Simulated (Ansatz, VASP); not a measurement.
Two plane-wave programs on NaF

```
Na F
1.0
     0.00000    2.60978    2.60978
     2.60978    0.00000    2.60978
     2.60978    2.60978    0.00000
Na F
1 1
Direct
  0.00000 0.00000 0.00000
  0.50000 0.50000 0.50000
```

Alike in both runs: task relaxation of cell and atoms; functional PBE; k mesh 8 × 8 × 8; occupations gaussian, width 0.02 eV; no spin polarisation.

|  | VASP | Ansatz |
| --- | --- | --- |
| version | VASP 6.6.1 | Ansatz 0.2.0 |
| potentials or method | VASP PAW PBE potentials, release 64 (Na_pv, F), cutoff 600 eV | scalar-relativistic, plane waves, PAW |
| valence electrons in the cell | 14 | 16 |

|  | VASP | Ansatz | Ansatz less VASP |
| --- | --- | --- | --- |
| gap on the k mesh at the Fermi level, each at its own relaxed structure (eV) | 6.10 | 6.08 | -0.013 |
| relaxed volume (Å³/atom) | 12.94 | 12.99 | +0.052 |
| relaxed cell length with the largest relative difference (Å) | 3.320 | 3.325 | +0.0045 |

VASP's potentials hold 14 valence electrons a cell and Ansatz's 16, so a difference there can come from the potentials and not from the codes.

Noted on VASP's run: the volume moved by over 15 % at a fixed basis, so the end points are rough.
